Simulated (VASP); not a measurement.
# RhCl2 (P4_2/mnm) in VASP: further runs

RhCl2 is run at these levels: PBE; tasks: single point.

Program: VASP 6.6.1. These are calculated values, not measurements. Logs are shortened: lines on timing, memory, paths and dates and some standing lists are left out, and cuts for length are marked.

## Step 1: The cell of the first run

The structure is tetragonal, space group P4_2/mnm (No. 136). Conventional cell: a = 5.594 Å, b = 5.594 Å, c = 3.665 Å, α = 90.00°, β = 90.00°, γ = 90.00°. Within 3.2 Å of Rh (site symmetry mmm) lie 6 Cl at 2.39 to 2.41 Å. Within 3.2 Å of Cl (site symmetry m2m) lie 3 Rh at 2.39 to 2.41 Å and 1 Cl at 3.12 Å.

## Step 2: Single point, PBE

INCAR

```
SYSTEM = RhCl2
PREC = Accurate
ENCUT = 520
EDIFF = 1E-6
ISMEAR = 1
SIGMA = 0.15
LREAL = .FALSE.
LASPH = .TRUE.
NELM = 100
ALGO = Normal
ISIF = 2
LWAVE = .FALSE.
LCHARG = .FALSE.
GGA = PE
NBANDS = 38
```

KPOINTS

```
regular mesh
0
G
  4 4 6
  0 0 0
```

POSCAR

```
RhCl2
1.0
    5.5935141452      0.0000000000      0.0000000000
    0.0000000000      5.5935141452      0.0000000000
    0.0000000000      0.0000000000      3.6651621287
Rh Cl
2 4
Direct
    0.0000000000      0.0000000000      0.0000000000
    0.5000000000      0.5000000000      0.5000000000
    0.3026200000      0.3026200000      0.0000000000
    0.6973800000      0.6973800000      0.0000000000
    0.1973800000      0.8026200000      0.5000000000
    0.8026200000      0.1973800000      0.5000000000
```

Potentials or basis: VASP PAW PBE potentials, release 64 (Rh_pv, Cl).

Command:

```bash
$ cat potpaw_PBE.64/Rh_pv/POTCAR potpaw_PBE.64/Cl/POTCAR > POTCAR
$ mpirun -np 1 vasp_std > vasp.out
```

OUTCAR:

```text
SYSTEM = RhCl2
   PREC = Accurate
   ENCUT = 520
   EDIFF = 1E-6
   ISMEAR = 1
   LREAL = .FALSE.
   LASPH = .TRUE.
   NELM = 100
   ISIF = 2
   GGA = PE

 ion  position               nearest neighbor table
   1  0.000  0.000  0.000-   3 2.39   4 2.39   5 2.41   6 2.41   5 2.41   6 2.41
   2  0.500  0.500  0.500-   5 2.39   6 2.39   3 2.41   4 2.41   3 2.41   4 2.41
   3  0.303  0.303  0.000-   1 2.39   2 2.41   2 2.41
   4  0.697  0.697  0.000-   1 2.39   2 2.41   2 2.41
   5  0.197  0.803  0.500-   2 2.39   1 2.41   1 2.41
   6  0.803  0.197  0.500-   2 2.39   1 2.41   1 2.41

  LATTYP: Found a simple tetragonal cell.
 ALAT       =     5.5935141452
 C/A-ratio  =     0.6552521427

  Lattice vectors:

 A1 = (   5.5935141452,   0.0000000000,   0.0000000000)
 A2 = (   0.0000000000,   5.5935141452,   0.0000000000)
 A3 = (   0.0000000000,   0.0000000000,   3.6651621287)

Analysis of symmetry for initial positions (statically):
=====================================================================
 Subroutine PRICEL returns:
 Original cell was already a primitive cell.

 Routine SETGRP: Setting up the symmetry group for a
 simple tetragonal supercell.

 Subroutine GETGRP returns: Found 16 space group operations
 (whereof  8 operations were pure point group operations)
 out of a pool of 16 trial point group operations.

The static configuration has the point symmetry D_2h.
 The point group associated with its full space group is D_4h.

Analysis of symmetry for dynamics (positions and initial velocities):
=====================================================================
 Subroutine PRICEL returns:
 Original cell was already a primitive cell.

 Routine SETGRP: Setting up the symmetry group for a
 simple tetragonal supercell.

 Subroutine GETGRP returns: Found 16 space group operations
 (whereof  8 operations were pure point group operations)
 out of a pool of 16 trial point group operations.

The dynamic configuration has the point symmetry D_2h.
 The point group associated with its full space group is D_4h.

 Subroutine INISYM returns: Found 16 space group operations
 (whereof  8 operations are pure point group operations),
 and found     1 'primitive' translations

----------------------------------------------------------------------------------------

                                     Primitive cell

  volume of cell :     114.6734

  direct lattice vectors                    reciprocal lattice vectors
     5.593514145  0.000000000  0.000000000     0.178778488  0.000000000  0.000000000
     0.000000000  5.593514145  0.000000000     0.000000000  0.178778488  0.000000000
     0.000000000  0.000000000  3.665162129     0.000000000  0.000000000  0.272839226

  length of vectors
     5.593514145  5.593514145  3.665162129     0.178778488  0.178778488  0.272839226

  position of ions in fractional coordinates (direct lattice)
     0.000000000  0.000000000  0.000000000
     0.500000000  0.500000000  0.500000000
     0.302620000  0.302620000  0.000000000
     0.697380000  0.697380000  0.000000000
     0.197380000  0.802620000  0.500000000
     0.802620000  0.197380000  0.500000000

  ion indices of the primitive-cell ions
   primitive index   ion index
                 1           1
                 2           2
                 3           3
                 4           4
                 5           5
                 6           6

----------------------------------------------------------------------------------------

 KPOINTS: regular mesh

Automatic generation of k-mesh.
 Grid dimensions read from file:
 generate k-points for:    4    4    6

 Generating k-lattice:

  Cartesian coordinates                     Fractional coordinates (reciprocal lattice)
     0.044694622  0.000000000  0.000000000     0.250000000  0.000000000  0.000000000
     0.000000000  0.044694622  0.000000000     0.000000000  0.250000000  0.000000000
     0.000000000  0.000000000  0.045473204     0.000000000  0.000000000  0.166666667

  Length of vectors
     0.044694622  0.044694622  0.045473204

  Shift w.r.t. Gamma in fractional coordinates (k-lattice)
     0.000000000  0.000000000  0.000000000

 Subroutine IBZKPT returns following result:
 ===========================================

 Found     24 irreducible k-points:

 Following reciprocal coordinates:
            Coordinates               Weight
  0.000000  0.000000  0.000000      1.000000
  0.250000  0.000000  0.000000      4.000000
  0.500000  0.000000  0.000000      2.000000
  0.250000  0.250000  0.000000      4.000000
  0.500000  0.250000  0.000000      4.000000
  0.500000  0.500000  0.000000      1.000000
[... 16 lines left out ...]
  0.500000  0.250000  0.500000      4.000000
  0.500000  0.500000  0.500000      1.000000
   k-points           NKPTS =     24   k-points in BZ     NKDIM =     24   number of bands    NBANDS=     38
   number of dos      NEDOS =    301   number of ions     NIONS =      6
   total plane-waves  NPLWV =  49392
   dimension x,y,z NGX =    42 NGY =   42 NGZ =   28
   dimension x,y,z NGXF=    84 NGYF=   84 NGZF=   56
   ions per type =               2   4
   NGX,Y,Z   is equivalent  to a cutoff of  12.48, 12.48, 12.70 a.u.
   NGXF,Y,Z  is equivalent  to a cutoff of  24.97, 24.97, 25.40 a.u.
 SYSTEM =  RhCl2
   PREC   = accura    normal or accurate (medium, high low for compatibility)
   ISTART =      0    job   : 0-new  1-cont  2-samecut
   ICHARG =      2    charge: 1-file 2-atom 10-const
   ISPIN  =      1    spin polarized calculation?
   LNONCOLLINEAR =      F non collinear calculations
   LSORBIT =      F    spin-orbit coupling
   LASPH  =      T    aspherical Exc in radial PAW
   ENCUT  =  520.0 eV  38.22 Ry    6.18 a.u.  10.40 10.40  6.81*2*pi/ulx,y,z
   NELM   =    100;   NELMIN=  2; NELMDL= -5     # of ELM steps
   EDIFF  = 0.1E-05   stopping-criterion for ELM
   LREAL  =      F    real-space projection
   EDIFFG = 0.1E-04   stopping-criterion for IOM
   NSW    =      0    number of steps for IOM
   IBRION =     -1    ionic relax: 0-MD 1-quasi-New 2-CG
   NFREE  =      0    steps in history (QN), initial steepest desc. (CG)
   ISIF   =      2    stress and relaxation
   ISYM   =      2    0-nonsym 1-usesym 2-fastsym
   POTIM  = 0.5000    time-step for ionic-motion
   TEBEG  =    0.0;   TEEND  =   0.0 temperature during run
   PSTRESS=    0.0 pullay stress
   NELECT =      58.0000    total number of electrons
   NUPDOWN=      -1.0000    fix difference up-down
   EMIN   =  10.00;   EMAX   =-10.00  energy-range for DOS
   EFERMI =   0.00;   METHOD = LEGACY
   ISMEAR =     1;   SIGMA  =   0.15  broadening in eV -4-tet -1-fermi 0-gaus
   EFERMI_NEDOS =   21; number of points for ismear=-14 and -15
   IALGO  =     38    algorithm
   IMIX   =      4    mixing-type and parameters
     AMIX     =   0.40;   BMIX     =  1.00
     AMIX_MAG =   1.60;   BMIX_MAG =  1.00
  volume/ion in A,a.u.               =      19.11       128.98
  Fermi-wavevector in a.u.,A,eV,Ry     =   1.304357  2.464878 23.148248  1.701348
  Thomas-Fermi vector in A             =   2.435298
   LORBIT       =      0    0 simple, 1 ext, 2 COOP (PROOUT), +10 PAW based schemes
   GGA     = PE    functional components
   LHFCALC =     F    Hartree Fock is set to
   AEXX    =    0.0000 exact exchange contribution
   IVDW    =     0    specifies the selected vdW correction
   LEPSILON=     F    determine dielectric tensor
   LRPA    =     F    only Hartree local field effects (RPA)
 non-spin polarized calculation
 Methfessel and Paxton  Order N= 1 SIGMA  =   0.15
  energy-cutoff  :      520.00
  volume of cell :      114.67
 maximum number of plane-waves:      3128
 NGX is ok and might be reduce to    42
   NGX = 21   NGY = 21   NGZ = 13

 number of electron      57.9999984 magnetization

 Free energy of the ion-electron system (eV)
  ---------------------------------------------------
  ext. energy  EPLUGINS =         0.00000000
  ---------------------------------------------------
  free energy    TOTEN  =       -24.00793849 eV

  energy without entropy =      -24.00866809  energy(sigma->0) =      -24.00818169

 E-fermi :   5.6609     XC(G=0): -10.2667

 val. band max:        5.5947696642   @ k =   0.2500   0.0000   0.1667
 cond. band min:       5.6675915393   @ k =   0.2500   0.2500   0.1667
 fundamental gap:      0.0728218751
 Fermi energy:         5.6608819073

 k-point     1 :       0.0000    0.0000    0.0000
  band No.  band energies     occupation
      1     -40.8460      2.00000
      2     -40.8453      2.00000
      3     -40.6384      2.00000
      4     -40.6384      2.00000
      5     -40.6255      2.00000
      6     -40.6255      2.00000
[... 30 lines left out ...]
     37      12.3748      0.00000
     38      13.2004      0.00000

 k-point     2 :       0.2500    0.0000    0.0000
  band No.  band energies     occupation
      1     -40.8459      2.00000
      2     -40.8454      2.00000
      3     -40.6383      2.00000
      4     -40.6383      2.00000
      5     -40.6256      2.00000
      6     -40.6256      2.00000
[... 30 lines left out ...]
     37      13.3293      0.00000
     38      13.8824      0.00000

 k-point     3 :       0.5000    0.0000    0.0000
  band No.  band energies     occupation
      1     -40.8456      2.00000
      2     -40.8456      2.00000
      3     -40.6382      2.00000
      4     -40.6382      2.00000
      5     -40.6257      2.00000
      6     -40.6257      2.00000
[... 30 lines left out ...]
     37      14.0303      0.00000
[... 781 lines left out ...]
 k-point    23 :       0.5000    0.2500    0.5000
  band No.  band energies     occupation
      1     -40.8614      2.00000
      2     -40.8614      2.00000
      3     -40.6373      2.00000
      4     -40.6373      2.00000
      5     -40.6233      2.00000
      6     -40.6233      2.00000
[... 30 lines left out ...]
     37      14.5360      0.00000
     38      14.5361      0.00000

 k-point    24 :       0.5000    0.5000    0.5000
  band No.  band energies     occupation
      1     -40.8614      2.00000
      2     -40.8614      2.00000
      3     -40.6373      2.00000
      4     -40.6373      2.00000
      5     -40.6233      2.00000
      6     -40.6233      2.00000
[... 30 lines left out ...]
     37      14.4053      0.00000
     38      14.4053      0.00000

------------------------ aborting loop because EDIFF is reached ----------------------------------------

  FORCE on cell =-STRESS in cart. coord.  units (eV):
  Direction    XX          YY          ZZ          XY          YZ          ZX
  --------------------------------------------------------------------------------------
  -------------------------------------------------------------------------------------
  Total        2.5359568      2.5359568      3.1197180      0.0000000      0.0000000      0.0000000
  in kB       35.4315179     35.4315179     43.5876289      0.0000000      0.0000000      0.0000000
  external PRESSURE =      38.1502216 kB  Pullay stress =       0.0000000 kB

 VOLUME and BASIS-vectors are now :
 -----------------------------------------------------------------------------
  energy-cutoff  :      520.00
  volume of cell :      114.67
      direct lattice vectors                 reciprocal lattice vectors
     5.593514145  0.000000000  0.000000000     0.178778488  0.000000000  0.000000000
     0.000000000  5.593514145  0.000000000     0.000000000  0.178778488  0.000000000
     0.000000000  0.000000000  3.665162129     0.000000000  0.000000000  0.272839226

 POSITION                                       TOTAL-FORCE (eV/Angst)
 -----------------------------------------------------------------------------------
      0.00000      0.00000      0.00000         0.000000     -0.000000      0.000000
      2.79676      2.79676      1.83258         0.000000     -0.000000      0.000000
      1.69271      1.69271      0.00000        -0.002881     -0.002881      0.000000
      3.90080      3.90080      0.00000         0.002881      0.002881     -0.000000
      1.10405      4.48947      1.83258         0.002881     -0.002881      0.000000
      4.48947      1.10405      1.83258        -0.002881      0.002881     -0.000000
 -----------------------------------------------------------------------------------
    total drift:                                0.000000     -0.000000     -0.000000

  FREE ENERGIE OF THE ION-ELECTRON SYSTEM (eV)
  ---------------------------------------------------
  free  energy   TOTEN  =       -24.0079384866 eV

  energy  without entropy=      -24.0086680876  energy(sigma->0) =      -24.00818169
```

Wall time 81 s (1 thread of Oxide Virtual Turin-like, shared host); peak memory 0.22 GiB.

Results:

```yaml
Free_energy: -24.0079 eV
Pressure: 3.8 GPa
Largest_force: 0.004 eV/Å
Band_gap_on_the_k_mesh: zero (band 29 reaches 6.44 eV, above the bottom of band 30 at 5.12 eV)
```

Forces in eV/Å, atoms in the order of the input:
```
Rh   0.000  0.000  0.000
Rh   0.000  0.000  0.000
Cl  -0.003 -0.003  0.000
Cl   0.003  0.003  0.000
Cl   0.003 -0.003  0.000
Cl  -0.003  0.003  0.000
```

## Step 3: Single point, PBE

This run uses another cell than the first one, of 19.72 Å³/atom, 1.032 times its volume.

INCAR

```
PREC = Accurate
ENCUT = 520
EDIFF = 1E-6
ISMEAR = 1
SIGMA = 0.15
LREAL = False
LASPH = True
NELM = 80
ALGO = Normal
ISIF = 2
LWAVE = False
LCHARG = False
GGA = PE
NBANDS = 38
```

KPOINTS

```
regular mesh
0
Gamma
  4 4 6
```

Edit POSCAR of step 2 so:

```diff
@@ -2,5 +2,5 @@
 1.0
-    5.5935141452      0.0000000000      0.0000000000
-    0.0000000000      5.5935141452      0.0000000000
-    0.0000000000      0.0000000000      3.6651621287
+    5.6517841111      0.0000000000      0.0000000000
+    0.0000000000      5.6517841111      0.0000000000
+    0.0000000000      0.0000000000      3.7033436487
 Rh Cl
```

Potentials or basis: VASP PAW PBE potentials, release 64 (Rh_pv, Cl).

Command:

```bash
$ cat potpaw_PBE.64/Rh_pv/POTCAR potpaw_PBE.64/Cl/POTCAR > POTCAR
$ mpirun -np 1 vasp_std > vasp.out
```

It took 84 s on 1 thread of Oxide Virtual Turin-like, shared host; peak memory 0.22 GiB.

Results (log left out):

```
Free energy            : -24.0624 eV
Pressure               : 0.9 GPa
Largest force          : 0.056 eV/Å
Band gap on the k mesh : zero (band 29 reaches 5.99 eV, above the bottom of band 30 at 4.71 eV)
```

Forces in eV/Å, atoms in the order of the input:
```
Rh   0.000  0.000  0.000
Rh   0.000  0.000  0.000
Cl   0.039  0.039  0.000
Cl  -0.039 -0.039  0.000
Cl  -0.039  0.039  0.000
Cl   0.039 -0.039  0.000
```

Stress tensor (GPa, compression positive):
```
0.86 0.00 0.00
0.00 0.86 0.00
0.00 0.00 1.02
```

Levels at points of the mesh, in eV from the Fermi level:
```tsv
k point	band 27	band 28	band 29	band 30	band 31	band 32
(0.00, 0.00, 0.00)	-1.72	-0.86	-0.23	1.13	1.13	2.10
(0.50, 0.00, 0.00)	-0.87	-0.87	0.76	0.76	0.88	0.88
(0.50, 0.50, 0.00)	-0.54	-0.54	0.19	0.19	1.11	1.11
(0.00, 0.00, 0.50)	-0.75	-0.75	0.07	0.07	0.38	0.38
(0.50, 0.00, 0.50)	-0.69	-0.69	-0.51	-0.51	1.75	1.75
(0.50, 0.50, 0.50)	-1.20	-1.20	0.40	0.40	0.54	0.54
```
